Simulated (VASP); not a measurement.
Write the native input for VASP 6.6.1 that does the following.

| Property | Result |
| --- | --- |
| Task | single point |
| Functional | PBE |
| Potentials or basis | VASP PAW PBE potentials, release 64 (Na_pv, Sc_sv) |
| Cutoff | 520 eV |
| k mesh | 8 × 8 × 8 |
| Occupations | gaussian, width 0.1 eV |
| Spin | no spin polarisation |
| Dipole correction | no |
| Further INCAR settings | ALGO = Fast; EDIFF = 1e-07; NBANDS = 34 |

The structure of Na2Sc lies in POSCAR:

```
Na2Sc
1.0
   -4.1521972979      4.1521972979      2.9431385261
    4.1521972979     -4.1521972979      2.9431385261
    4.1521972979      4.1521972979     -2.9431385261
Na Sc
4 2
Direct
    0.1509636447      0.6509636447      0.8019272895
    0.6509636447      0.8490363553      0.5000000000
    0.8490363553      0.3490363553      0.1980727105
    0.3490363553      0.1509636447      0.5000000000
    0.7500000000      0.7500000000      0.0000000000
    0.2500000000      0.2500000000      0.0000000000
```

The input as run:

INCAR

```
ALGO = Fast
EDIFF = 1E-7
ENCUT = 520
GGA = PE
ISIF = 2
ISMEAR = 0
LASPH = T
LCHARG = F
LREAL = F
LWAVE = F
NBANDS = 34
NELM = 60
PREC = Accurate
SIGMA = 0.1
```

KPOINTS

```
k-points
0
Gamma
  8 8 8
```

Potentials or basis: VASP PAW PBE potentials, release 64 (Na_pv, Sc_sv).

Run with:

```sh
$ cat potpaw_PBE.64/Na_pv/POTCAR potpaw_PBE.64/Sc_sv/POTCAR > POTCAR
$ mpirun -np 1 vasp_std > vasp.out
```

It gave:

* Pressure: 0.0 GPa
* Band gap on the k mesh: zero (bands 25 and 26 overlap by 0.71 eV)

Run time: 10 min on 1 thread of AMD EPYC 9R45 96-Core Processor (Zen 5), on a shared host, peak memory 0.52 GiB.
